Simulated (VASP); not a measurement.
Write the native input for VASP 6.6.1 that does the following.

```yaml
Task: single point
Functional: LDA
Potentials_or_basis: VASP PAW LDA potentials, release 64 (Sb)
Cutoff: 520 eV
k_mesh: 6 × 6 × 6
Occupations: fermi-dirac, width 0.1 eV
Spin: no spin polarisation
Dipole_correction: no
Further_INCAR_settings: ALGO = Normal; EDIFF = 1e-06; NBANDS = 12
```

The structure of Sb lies in POSCAR:

```
Sb
1.0
    2.1443495228      1.2380407742      3.7012153344
   -2.1443495228      1.2380407742      3.7012153344
    0.0000000000     -2.4760815485      3.7012153344
Sb
2
Direct
    0.2341396122      0.2341396122      0.2341396122
    0.7658603878      0.7658603878      0.7658603878
```

These files were run (other wordings do the same):

INCAR

```
SYSTEM = Sb
ALGO = Normal
EDIFF = 1E-6
ENCUT = 520
GGA = CA
ISIF = 2
ISMEAR = -1
LASPH = .True.
LCHARG = .False.
LREAL = .False.
LWAVE = .False.
NBANDS = 12
NELM = 80
PREC = Accurate
SIGMA = 0.1
```

KPOINTS

```
k-points
0
Gamma
  6 6 6
  0 0 0
```

Potentials or basis: VASP PAW LDA potentials, release 64 (Sb).

The run is started by

```sh
$ cat potpaw_LDA.64/Sb/POTCAR > POTCAR
$ mpirun -np 1 vasp_std > vasp.out
```

It gave:

| Property | Result |
| --- | --- |
| Pressure | 0.3 GPa |
| Largest force | 0.066 eV/Å |
| Band gap on the k mesh | zero (band 5 reaches 7.51 eV, above the bottom of band 6 at 7.22 eV) |

Caveat: spin-orbit coupling is left out, which moves the levels of the heavy elements.

Wall time 6.6 s on 1 thread of Intel(R) Xeon(R) 6975P-C (Granite Rapids) (shared host), peak memory 0.17 GiB.
